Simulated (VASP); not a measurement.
Runs of VASP 6.6.1 on CdS. The structure is that of space group P6_3mc (No. 186), or close to it. The cells are those of the table. 

```tsv
task	level	spin	cell	k mesh	cutoff (eV)	smearing	gap on the mesh (eV)	pressure (GPa)
dielectric tensor	PBE	off	a = 4.165, b = 4.165, c = 6.766 Å, angles 90.0, 90.0, 120.0°, 4 atoms	6 × 6 × 4	520	gaussian 0.01 eV	1.17	-
single point	r2SCAN	off	a = 4.165, b = 4.165, c = 6.766 Å, angles 90.0, 90.0, 120.0°, 4 atoms	12 × 12 × 4	520	gaussian 0.01 eV	1.63	(b)
single point	PBE	non-collinear, zero start, SOC	a = 4.165, b = 4.165, c = 6.766 Å, angles 90.0, 90.0, 120.0°, 4 atoms	12 × 12 × 4	520	fermi-dirac 0.02 eV	-	(a)
relaxation of cell and atoms	r2SCAN	off	relaxed from a = 4.197, b = 4.197, c = 6.831 Å, angles 90.0, 90.0, 120.0°, 4 atoms	6 × 6 × 4	600	fermi-dirac 0.02 eV	1.61	0.0
```

Alike in all rows: potentials or basis VASP PAW PBE potentials, release 64 (Cd, S).

Q: Estimate the missing entries.

A: (a) 1.7; (b) 0.3.

Caveats: the PAW data sets were made with another functional, which shifts forces and pressure a little (at least some runs).

A k mesh can miss the band edges, and rows without SOC leave out spin-orbit coupling on Cd.
